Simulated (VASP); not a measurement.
A run of VASP 6.6.1 is set up as follows.

The input INCAR:

```
ALGO = Normal
EDIFF = 1E-8
ENCUT = 520
GGA = CA
ISIF = 2
ISMEAR = -1
LASPH = T
LCHARG = F
LEFG = T
LREAL = F
LWAVE = F
NBANDS = 11
NELM = 60
PREC = Accurate
SIGMA = 0.08
```

KPOINTS

```
k-points
0
Gamma
  12 12 12
```

POSCAR

```
BP
1.0
    0.0000000000      2.2840269280      2.2840269280
    2.2840269280      0.0000000000      2.2840269280
    2.2840269280      2.2840269280      0.0000000000
B P
1 1
Direct
    0.0000000000      0.0000000000      0.0000000000
    0.7500000000      0.7500000000      0.7500000000
```

Potentials or basis: VASP PAW LDA potentials, release 64 (B, P).

The run is started by

```bash
$ cat potpaw_LDA.64/B/POTCAR potpaw_LDA.64/P/POTCAR > POTCAR
$ mpirun -np 1 vasp_std > vasp.out
```

(1) Estimate the pressure.

(2) Predict the band gap on the k mesh.

## Answers

(1) -8.3 GPa.

(2) 1.21 eV, indirect (least direct gap 3.35 eV).

Caveat: without QUAD_EFG the Cq values of the log hold for a quadrupole moment of 1 mb, not for the nuclei.
